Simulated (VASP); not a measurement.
W, 1 atom in the cell. The structure is cubic, space group Im-3m (No. 229). The conventional cell has a = 3.135 Å, b = 3.135 Å, c = 3.135 Å, α = 90.00°, β = 90.00°, γ = 90.00°. Within 3.6 Å of W (site symmetry m-3m) lie 14 W at 2.72 to 3.14 Å. 

```yaml
Program: VASP 6.6.1
Task: single point
Functional: LDA
Potentials_or_basis: VASP PAW LDA potentials, release 64 (W_sv)
Cutoff: 520 eV
k_mesh: 14 × 14 × 14
Occupations: methfessel-paxton, width 0.3 eV
Spin: no spin polarisation
Dipole_correction: no
Further_INCAR_settings: ALGO = Normal; EDIFF = 1e-06; NBANDS = 13
```

Potentials or basis: VASP PAW LDA potentials, release 64 (W_sv).

The run is started by

```sh
$ cat potpaw_LDA.64/W_sv/POTCAR > POTCAR
$ mpirun -np 1 vasp_std > vasp.out
```

Hardware: 1 thread of AMD EPYC 7R43 64-Core Processor (Zen 3), on a shared host.

**Question.** Estimate the wall time of this run.

**Answer.** Wall time 18 s on 1 thread of AMD EPYC 7R43 64-Core Processor (Zen 3) (shared host), peak memory 0.1 GiB. Counts: scf iterations 11, k points 104.
